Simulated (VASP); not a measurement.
RbVF3, 5 atoms in the cell. Symmetry: Pm-3m, No. 221, cubic system. The conventional cell has a = 4.182 Å, b = 4.182 Å, c = 4.182 Å, α = 90.00°, β = 90.00°, γ = 90.00°. Within 3.9 Å of Rb (site symmetry m-3m) lie 12 F at 2.96 Å and 8 V at 3.62 Å. Within 2.8 Å of V (site symmetry m-3m) lie 6 F at 2.09 Å. Within 2.8 Å of F (site symmetry 4/mmm) lie 2 V at 2.09 Å. 

| Quantity | Value |
| --- | --- |
| Program | VASP 6.6.1 |
| Task | single point |
| Functional | LDA |
| Potentials or basis | VASP PAW LDA potentials, release 64 (Rb_sv, V_sv, F) |
| Cutoff | 520 eV |
| k mesh | 5 × 5 × 5 |
| Occupations | gaussian, width 0.05 eV |
| Spin | collinear spin, ferromagnetic start |
| Starting moments | [0.0, 3.0, 0.0, 0.0, 0.0] μB |
| Hubbard terms | V d U = 4.0 eV |
| Dipole correction | no |
| Further INCAR settings | ALGO = Normal; EDIFF = 1e-06; NBANDS = 34 |

Potentials or basis: VASP PAW LDA potentials, release 64 (Rb_sv, V_sv, F).

Launch:

```console
$ cat potpaw_LDA.64/Rb_sv/POTCAR potpaw_LDA.64/V_sv/POTCAR potpaw_LDA.64/F/POTCAR > POTCAR
$ mpirun -np 1 vasp_std > vasp.out
```

Hardware: 1 thread of Intel Xeon 8259CL (shared host).

Problem. How long does it take, and how much memory?

Solution. Run time: 54 s on 1 thread of Intel Xeon 8259CL (shared host), peak memory 0.18 GiB. Counts: scf iterations 14, k points 10.
